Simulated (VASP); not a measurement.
# Si2W (I4/mmm) in VASP: a series of runs, part 2 of 2

VASP 6.6.1. Earlier steps stand in the parts before.

### 5 Single point, PBE

This run uses another cell than the first one, of the same volume but with other edges.

Input file INCAR:

```
PREC = Accurate
ENCUT = 520
EDIFF = 1E-6
ISMEAR = 0
SIGMA = 0.15
LREAL = F
LASPH = T
NELM = 100
ALGO = Normal
ISIF = 2
LWAVE = F
LCHARG = F
GGA = PE
NBANDS = 18
```

Input file KPOINTS:

```
regular mesh
0
Gamma
  18 18 18
```

Input file POSCAR:

```
Si2W
1.0
   -1.6386752609      1.6386752609      3.8190965631
    1.6386752609     -1.6386752609      3.8190965631
    1.6386752609      1.6386752609     -3.8190965631
Si W
2 1
Direct
    0.3239844684      0.3239844684      0.0000000000
    0.6760155316      0.6760155316      0.0000000000
    0.0000000000      0.0000000000      0.0000000000
```

Potentials or basis: VASP PAW PBE potentials, release 64 (Si, W_sv).

Run with:

```console
cat potpaw_PBE.64/Si/POTCAR potpaw_PBE.64/W_sv/POTCAR > POTCAR
mpirun -np 1 vasp_std > vasp.out
```

OUTCAR:

```text
PREC = Accurate
   ENCUT = 520
   EDIFF = 1E-6
   ISMEAR = 0
   LREAL = F
   LASPH = T
   NELM = 100
   ISIF = 2
   GGA = PE

 ion  position               nearest neighbor table
   1  0.324  0.324  0.000-   3 2.47   2 2.58   2 2.58   2 2.58   2 2.58   3 2.68   3 2.68   3 2.68
                             3 2.68   2 2.69
   2  0.676  0.676  0.000-   3 2.47   1 2.58   1 2.58   1 2.58   1 2.58   3 2.68   3 2.68   3 2.68
                             3 2.68   1 2.69
   3  0.000  0.000  0.000-   1 2.47   2 2.47   2 2.68   1 2.68   2 2.68   2 2.68   2 2.68   1 2.68
                             1 2.68   1 2.68

  LATTYP: Found a body centered tetragonal cell.
 ALAT       =     3.2773505218
 C/A-ratio  =     2.3306000000

  Lattice vectors:

 A1 = (  -1.6386752609,   1.6386752609,   3.8190965631)
 A2 = (   1.6386752609,  -1.6386752609,   3.8190965631)
 A3 = (   1.6386752609,   1.6386752609,  -3.8190965631)

Analysis of symmetry for initial positions (statically):
=====================================================================
 Subroutine PRICEL returns:
 Original cell was already a primitive cell.

 Routine SETGRP: Setting up the symmetry group for a
 body centered tetragonal supercell.

 Subroutine GETGRP returns: Found 16 space group operations
 (whereof 16 operations were pure point group operations)
 out of a pool of 16 trial point group operations.

The static configuration has the point symmetry D_4h.

Analysis of symmetry for dynamics (positions and initial velocities):
=====================================================================
 Subroutine PRICEL returns:
 Original cell was already a primitive cell.

 Routine SETGRP: Setting up the symmetry group for a
 body centered tetragonal supercell.

 Subroutine GETGRP returns: Found 16 space group operations
 (whereof 16 operations were pure point group operations)
 out of a pool of 16 trial point group operations.

The dynamic configuration has the point symmetry D_4h.

 Subroutine INISYM returns: Found 16 space group operations
 (whereof 16 operations are pure point group operations),
 and found     1 'primitive' translations

----------------------------------------------------------------------------------------

                                     Primitive cell

  volume of cell :      41.0210

  direct lattice vectors                    reciprocal lattice vectors
    -1.638675261  1.638675261  3.819096563     0.000000000  0.305124519  0.130921015
     1.638675261 -1.638675261  3.819096563     0.305124519  0.000000000  0.130921015
     1.638675261  1.638675261 -3.819096563     0.305124519  0.305124519  0.000000000

  length of vectors
     4.467215215  4.467215215  4.467215215     0.332026029  0.332026029  0.431511232

  position of ions in fractional coordinates (direct lattice)
     0.323984468  0.323984468  0.000000000
     0.676015532  0.676015532  0.000000000
     0.000000000  0.000000000  0.000000000

  ion indices of the primitive-cell ions
   primitive index   ion index
                 1           1
                 2           2
                 3           3

----------------------------------------------------------------------------------------

 KPOINTS: regular mesh

Automatic generation of k-mesh.
 Grid dimensions read from file:
 generate k-points for:   18   18   18

 Generating k-lattice:

  Cartesian coordinates                     Fractional coordinates (reciprocal lattice)
     0.000000000  0.016951362  0.007273390     0.055555556 -0.000000000  0.000000000
     0.016951362  0.000000000  0.007273390    -0.000000000  0.055555556  0.000000000
     0.016951362  0.016951362  0.000000000     0.000000000  0.000000000  0.055555556

  Length of vectors
     0.018445891  0.018445891  0.023972846

  Shift w.r.t. Gamma in fractional coordinates (k-lattice)
     0.000000000  0.000000000  0.000000000

 Subroutine IBZKPT returns following result:
 ===========================================

 Found    480 irreducible k-points:

 Following reciprocal coordinates:
            Coordinates               Weight
  0.000000  0.000000  0.000000      1.000000
  0.055556 -0.000000  0.000000      8.000000
  0.111111 -0.000000  0.000000      8.000000
  0.166667 -0.000000  0.000000      8.000000
  0.222222 -0.000000  0.000000      8.000000
  0.277778  0.000000 -0.000000      8.000000
[... 16 lines left out ...]
 -0.277778  0.055556  0.000000     16.000000
 -0.222222  0.055556 -0.000000     16.000000
 [... further k-points ...]
   k-points           NKPTS =    480   k-points in BZ     NKDIM =    480   number of bands    NBANDS=     18
   number of dos      NEDOS =    301   number of ions     NIONS =      3
   total plane-waves  NPLWV =  46656
   dimension x,y,z NGX =    36 NGY =   36 NGZ =   36
   dimension x,y,z NGXF=    72 NGYF=   72 NGZF=   72
   ions per type =               2   1
   NGX,Y,Z   is equivalent  to a cutoff of  13.40, 13.40, 13.40 a.u.
   NGXF,Y,Z  is equivalent  to a cutoff of  26.79, 26.79, 26.79 a.u.
 SYSTEM =  unknown system
   PREC   = accura    normal or accurate (medium, high low for compatibility)
   ISTART =      0    job   : 0-new  1-cont  2-samecut
   ICHARG =      2    charge: 1-file 2-atom 10-const
   ISPIN  =      1    spin polarized calculation?
   LNONCOLLINEAR =      F non collinear calculations
   LSORBIT =      F    spin-orbit coupling
   LASPH  =      T    aspherical Exc in radial PAW
   ENCUT  =  520.0 eV  38.22 Ry    6.18 a.u.   8.31  8.31  8.31*2*pi/ulx,y,z
   NELM   =    100;   NELMIN=  2; NELMDL= -5     # of ELM steps
   EDIFF  = 0.1E-05   stopping-criterion for ELM
   LREAL  =      F    real-space projection
[... 7 lines left out ...]
   TEBEG  =    0.0;   TEEND  =   0.0 temperature during run
   PSTRESS=    0.0 pullay stress
   NELECT =      22.0000    total number of electrons
   NUPDOWN=      -1.0000    fix difference up-down
   EMIN   =  10.00;   EMAX   =-10.00  energy-range for DOS
   EFERMI =   0.00;   METHOD = LEGACY
   ISMEAR =     0;   SIGMA  =   0.15  broadening in eV -4-tet -1-fermi 0-gaus
   EFERMI_NEDOS =   21; number of points for ismear=-14 and -15
   IALGO  =     38    algorithm
   IMIX   =      4    mixing-type and parameters
     AMIX     =   0.40;   BMIX     =  1.00
     AMIX_MAG =   1.60;   BMIX_MAG =  1.00
  volume/ion in A,a.u.               =      13.67        92.27
  Fermi-wavevector in a.u.,A,eV,Ry     =   1.330088  2.513501 24.070517  1.769133
  Thomas-Fermi vector in A             =   2.459201
   LORBIT       =      0    0 simple, 1 ext, 2 COOP (PROOUT), +10 PAW based schemes
   GGA     = PE    functional components
   LHFCALC =     F    Hartree Fock is set to
   AEXX    =    0.0000 exact exchange contribution
   IVDW    =     0    specifies the selected vdW correction
   LEPSILON=     F    determine dielectric tensor
   LRPA    =     F    only Hartree local field effects (RPA)
 non-spin polarized calculation
 Gauss-broadening in eV      SIGMA  =   0.15
  energy-cutoff  :      520.00
  volume of cell :       41.02
 maximum number of plane-waves:      1124
 NGX is ok and might be reduce to    36

 number of electron      22.0000001 magnetization

 Free energy of the ion-electron system (eV)
  ---------------------------------------------------
  ext. energy  EPLUGINS =         0.00000000
  ---------------------------------------------------
  free energy    TOTEN  =       -24.59757942 eV

  energy without entropy =      -24.59432864  energy(sigma->0) =      -24.59595403

 E-fermi :  11.7044     XC(G=0): -12.4554

 val. band max:       11.7039377572   @ k =  -0.1111  -0.2222   0.1111
 cond. band min:      11.7181180798   @ k =  -0.3889  -0.4444   0.3889
 fundamental gap:      0.0141803226
 Fermi energy:        11.7043993386

 k-point     1 :       0.0000    0.0000    0.0000
  band No.  band energies     occupation
      1     -62.1461      2.00000
      2     -26.4319      2.00000
      3     -26.3729      2.00000
      4     -26.3729      2.00000
      5      -2.2942      2.00000
      6       5.3762      2.00000
[... 10 lines left out ...]
     17      17.3088      0.00000
     18      17.3088      0.00000
[... 463 lines left out ...]
 k-point    24 :      -0.2222    0.0556   -0.0000
  band No.  band energies     occupation
      1     -62.1437      2.00000
      2     -26.4437      2.00000
      3     -26.4267      2.00000
      4     -26.3717      2.00000
      5      -1.4324      2.00000
      6       5.2648      2.00000
[... 10 lines left out ...]
     17      17.9773      0.00000
     18      19.3509      0.00000

 [... further k-points ...]

------------------------ aborting loop because EDIFF is reached ----------------------------------------

  FORCE on cell =-STRESS in cart. coord.  units (eV):
  Direction    XX          YY          ZZ          XY          YZ          ZX
  --------------------------------------------------------------------------------------
  -------------------------------------------------------------------------------------
  Total       -1.5004720     -1.5004720      4.2521468      0.0000000      0.0000000     -0.0000000
  in kB      -58.6046479    -58.6046479    166.0781137      0.0000000      0.0000000     -0.0000000
  external PRESSURE =      16.2896060 kB  Pullay stress =       0.0000000 kB

 VOLUME and BASIS-vectors are now :
 -----------------------------------------------------------------------------
  energy-cutoff  :      520.00
  volume of cell :       41.02
      direct lattice vectors                 reciprocal lattice vectors
    -1.638675261  1.638675261  3.819096563     0.000000000  0.305124519  0.130921015
     1.638675261 -1.638675261  3.819096563     0.305124519  0.000000000  0.130921015
     1.638675261  1.638675261 -3.819096563     0.305124519  0.305124519  0.000000000

 POSITION                                       TOTAL-FORCE (eV/Angst)
 -----------------------------------------------------------------------------------
      0.00000      0.00000      2.47466         0.000000      0.000000      1.780453
      0.00000      0.00000      5.16354        -0.000000     -0.000000     -1.780453
      0.00000      0.00000      0.00000        -0.000000     -0.000000     -0.000000
 -----------------------------------------------------------------------------------
    total drift:                               -0.000000     -0.000000      0.000000

  FREE ENERGIE OF THE ION-ELECTRON SYSTEM (eV)
  ---------------------------------------------------
  free  energy   TOTEN  =       -24.5975794242 eV

  energy  without entropy=      -24.5943286438  energy(sigma->0) =      -24.59595403
```

Run time: 11 min. Hardware: 1 thread of Intel Xeon 8259CL, shared host; peak memory 0.47 GiB.

Results:

* Free energy: -24.5976 eV
* Pressure: 1.6 GPa
* Largest force: 1.780 eV/Å
* Band gap on the k mesh: zero (bands 11 and 12 overlap by 1.27 eV)

Forces in eV/Å, atoms in the order of the input:
```
Si   0.000  0.000  1.780
Si   0.000  0.000 -1.780
W    0.000  0.000  0.000
```

Stress tensor (GPa, compression positive):
```
-5.86  0.00  0.00
 0.00 -5.86  0.00
 0.00  0.00 16.61
```

Caveat: spin-orbit coupling is left out, which moves the levels of the heavy elements; forces of over 1 eV/Å act on the atoms, so gaps and moduli don't describe the material at rest.

### 6 Single point, PBE

This run uses another cell than the first one, of the same volume but with other edges.

Input file INCAR:

```
SYSTEM = Si2W
ALGO = Normal ; EDIFF = 1E-7
ENCUT = 520 ; GGA = PE
ISIF = 2 ; ISMEAR = 0
LASPH = .TRUE. ; LCHARG = .FALSE.
LREAL = .FALSE. ; LWAVE = .FALSE.
NBANDS = 18 ; NELM = 80
PREC = Accurate ; SIGMA = 0.15
```

Input file KPOINTS:

```
k-points
0
G
  18 18 18
  0 0 0
```

Input file POSCAR:

```
Si2W
1.0
   -1.6386752609      1.6386752609      3.8190965631
    1.6386752609     -1.6386752609      3.8190965631
    1.6386752609      1.6386752609     -3.8190965631
Si W
2 1
Direct
    0.3663500835      0.3663500835      0.0000000000
    0.6336499165      0.6336499165      0.0000000000
    0.0000000000      0.0000000000      0.0000000000
```

Potentials or basis: VASP PAW PBE potentials, release 64 (Si, W_sv).

Run with:

```console
cat potpaw_PBE.64/Si/POTCAR potpaw_PBE.64/W_sv/POTCAR > POTCAR
mpirun -np 1 vasp_std > vasp.out
```

OUTCAR:

```text
SYSTEM = Si2W
   EDIFF = 1E-7
   ENCUT = 520
   GGA = PE
   ISIF = 2
   ISMEAR = 0
   LASPH = .TRUE.
   LREAL = .FALSE.
   NELM = 80
   PREC = Accurate

 ion  position               nearest neighbor table
   1  0.366  0.366  0.000-   2 2.04   3 2.53   3 2.53   3 2.53   3 2.53   3 2.80   2 2.92   2 2.92
                             2 2.92   2 2.92
   2  0.634  0.634  0.000-   1 2.04   3 2.53   3 2.53   3 2.53   3 2.53   3 2.80   1 2.92   1 2.92
                             1 2.92   1 2.92
   3  0.000  0.000  0.000-   2 2.53   2 2.53   2 2.53   1 2.53   2 2.53   1 2.53   1 2.53   1 2.53
                             1 2.80   2 2.80

  LATTYP: Found a body centered tetragonal cell.
 ALAT       =     3.2773505218
 C/A-ratio  =     2.3306000000

  Lattice vectors:

 A1 = (  -1.6386752609,   1.6386752609,   3.8190965631)
 A2 = (   1.6386752609,  -1.6386752609,   3.8190965631)
 A3 = (   1.6386752609,   1.6386752609,  -3.8190965631)

Analysis of symmetry for initial positions (statically):
=====================================================================
 Subroutine PRICEL returns:
 Original cell was already a primitive cell.

 Routine SETGRP: Setting up the symmetry group for a
[... 174 lines left out ...]
 cond. band min:      11.4024867534   @ k =  -0.3333   0.3889   0.2778
 fundamental gap:      0.0045078955
 Fermi energy:        11.3992692220

 k-point     1 :       0.0000    0.0000    0.0000
  band No.  band energies     occupation
      1     -62.3416      2.00000
      2     -26.7646      2.00000
      3     -26.7646      2.00000
      4     -26.3578      2.00000
      5      -2.5860      2.00000
      6       4.6230      2.00000
[... 481 lines left out ...]
      5      -1.6860      2.00000
      6       4.7648      2.00000
[... 10 lines left out ...]
     17      18.2305      0.00000
     18      20.3993      0.00000

 [... further k-points ...]

------------------------ aborting loop because EDIFF is reached ----------------------------------------

  FORCE on cell =-STRESS in cart. coord.  units (eV):
  Direction    XX          YY          ZZ          XY          YZ          ZX
  --------------------------------------------------------------------------------------
  -------------------------------------------------------------------------------------
  Total        1.3956034      1.3956034     12.9354281      0.0000000      0.0000000      0.0000000
  in kB       54.5087441     54.5087441    505.2251509      0.0000000      0.0000000      0.0000000
  external PRESSURE =     204.7475464 kB  Pullay stress =       0.0000000 kB

 VOLUME and BASIS-vectors are now :
 -----------------------------------------------------------------------------
  energy-cutoff  :      520.00
  volume of cell :       41.02
      direct lattice vectors                 reciprocal lattice vectors
    -1.638675261  1.638675261  3.819096563     0.000000000  0.305124519  0.130921015
     1.638675261 -1.638675261  3.819096563     0.305124519  0.000000000  0.130921015
     1.638675261  1.638675261 -3.819096563     0.305124519  0.305124519  0.000000000

 POSITION                                       TOTAL-FORCE (eV/Angst)
 -----------------------------------------------------------------------------------
      0.00000      0.00000      2.79825         0.000000      0.000000     -8.857792
      0.00000      0.00000      4.83994        -0.000000     -0.000000      8.857792
      0.00000      0.00000      0.00000        -0.000000     -0.000000      0.000000
 -----------------------------------------------------------------------------------
    total drift:                               -0.000000      0.000000     -0.000000

  FREE ENERGIE OF THE ION-ELECTRON SYSTEM (eV)
  ---------------------------------------------------
  free  energy   TOTEN  =       -22.9316785566 eV

  energy  without entropy=      -22.9235739141  energy(sigma->0) =      -22.92762624
```

OSZICAR:

```text
N       E                     dE             d eps       ncg     rms          rms(c)
DAV:   1     0.134938859259E+03    0.13494E+03   -0.10854E+04 17280   0.123E+03
DAV:   2    -0.193438162212E+02   -0.15428E+03   -0.15057E+03 19672   0.323E+02
DAV:   3    -0.240293019572E+02   -0.46855E+01   -0.46205E+01 21480   0.509E+01
DAV:   4    -0.240743957385E+02   -0.45094E-01   -0.44932E-01 20520   0.519E+00
DAV:   5    -0.240748869811E+02   -0.49124E-03   -0.49120E-03 20798   0.585E-01    0.269E+01
DAV:   6    -0.230427961695E+02    0.10321E+01   -0.49468E+00 19306   0.149E+01    0.903E+00
DAV:   7    -0.229564410782E+02    0.86355E-01   -0.35003E-01 18920   0.358E+00    0.546E+00
DAV:   8    -0.229321094684E+02    0.24332E-01   -0.49732E-02 20178   0.177E+00    0.358E-01
DAV:   9    -0.229317334565E+02    0.37601E-03   -0.18463E-03 19792   0.327E-01    0.215E-01
DAV:  10    -0.229316824191E+02    0.51037E-04   -0.34058E-04 20426   0.135E-01    0.525E-02
DAV:  11    -0.229316781978E+02    0.42213E-05   -0.55072E-05 19502   0.436E-02    0.191E-02
DAV:  12    -0.229316792306E+02   -0.10328E-05   -0.32568E-06 20636   0.120E-02    0.550E-03
DAV:  13    -0.229316786527E+02    0.57797E-06   -0.38149E-07 18924   0.501E-03    0.897E-04
DAV:  14    -0.229316785566E+02    0.96063E-07   -0.21844E-08 10012   0.127E-03
   1 F= -.22931679E+02 E0= -.22927626E+02  d E =-.810464E-02
```

stdout:

```text
POSCAR found type information on POSCAR SiW
 POSCAR found :  2 types and       3 ions
 scaLAPACK will be used
 LDA part: xc-table for (Slater+PW92), standard interpolation
 POSCAR, INCAR and KPOINTS ok, starting setup
 FFT: planning ... GRIDC
 FFT: planning ... GRID_SOFT
 FFT: planning ... GRID
 WAVECAR not read
 entering main loop
```

Run time: 13 min. Hardware: 1 thread of Intel Xeon 8259CL, shared host; peak memory 0.47 GiB.

What came out:

```yaml
Free_energy: -22.9317 eV
Pressure: 20.5 GPa
Largest_force: 8.858 eV/Å
Band_gap_on_the_k_mesh: zero (bands 11 and 12 overlap by 0.34 eV)
```

Forces on the atoms (eV/Å):
```
Si   0.000  0.000 -8.858
Si   0.000  0.000  8.858
W    0.000  0.000  0.000
```

Caveat: the cell stands under pressure; spin-orbit coupling is left out, which moves the levels of the heavy elements; forces of over 1 eV/Å act on the atoms, so gaps and moduli don't describe the material at rest.

### 7 The runs side by side

```csv
cell,gap on the mesh (eV),pressure (GPa),largest force (eV/Å)
"a = 4.310 Å, angles 133.8, 133.8, 67.4°, 3 atoms, atomic positions A",none,9.9,2.73
"a = 4.631 Å, angles 139.8, 139.8, 58.2°, 3 atoms, atomic positions B",none,4.6,3.80
"a = 4.467 Å, angles 137.0, 137.0, 62.5°, 3 atoms, atomic positions B",none,10.0,4.99
"a = 4.467 Å, angles 137.0, 137.0, 62.5°, 3 atoms, atomic positions A",none,1.6,1.78
"a = 4.467 Å, angles 137.0, 137.0, 62.5°, 3 atoms, atomic positions C",none,20.5,8.86
```

Alike in all rows: task single point; level PBE; potentials or basis VASP PAW PBE potentials, release 64 (Si, W_sv); no spin polarisation; k mesh 18 × 18 × 18; cutoff (eV) 520; smearing gaussian 0.15 eV.

Caveats: spin-orbit coupling is left out, which moves the levels of the heavy elements; forces of over 1 eV/Å act on the atoms, so gaps and moduli don't describe the material at rest; the cell stands under pressure (at least some runs).

Total energies depend on the potentials used, so only differences within one code and one set of settings carry meaning.
